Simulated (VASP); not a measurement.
## SbBr: single point with PBE

Crystal: SbBr.

```
Sb Br
1.0
     3.77039    0.00000    0.00000
     0.00000    3.77039    0.00000
     0.00000    0.00000    3.77039
Sb Br
1 1
Direct
  0.50000 0.50000 0.50000
  0.00000 0.00000 0.00000
```

The cell was generated, and may not be a known phase.

| Item | Value |
| --- | --- |
| Program | VASP 6.6.1 |
| Task | single point |
| Functional | PBE |
| Potentials or basis | VASP PAW PBE potentials, release 64 (Sb, Br) |
| Cutoff | 500 eV |
| k mesh | 4 × 4 × 4 |
| Occupations | gaussian, width 0.1 eV |
| Spin | no spin polarisation |

```yaml
Pressure: -0.1 GPa
Band_gap_on_the_k_mesh: zero (bands 6 and 7 overlap by 5.08 eV)
```

Levels at points of the mesh, in eV from the Fermi level:
```csv
k point,band 3,band 4,band 5,band 6,band 7,band 8,band 9,band 10
"(0.00, 0.00, 0.00)",-3.84,-3.84,-3.84,2.68,2.68,2.68,3.61,3.61
"(0.50, 0.00, 0.00)",-3.01,-3.01,-2.77,-2.25,0.97,0.97,5.92,6.13
"(0.50, 0.50, 0.00)",-6.15,-6.15,-2.73,1.20,1.20,2.01,4.94,6.77
"(0.50, 0.50, 0.50)",-4.65,-4.65,-4.65,-2.40,-2.40,-2.40,10.35,10.35
```

Run time: 12 s on 1 thread of Intel Xeon 8259CL (shared host), peak memory 0.15 GiB.

Caveat: the k points lie up to 0.42 Å⁻¹ apart, too coarse for converged energies and pressures of a metal; spin-orbit coupling is left out, which moves the levels of the heavy elements.
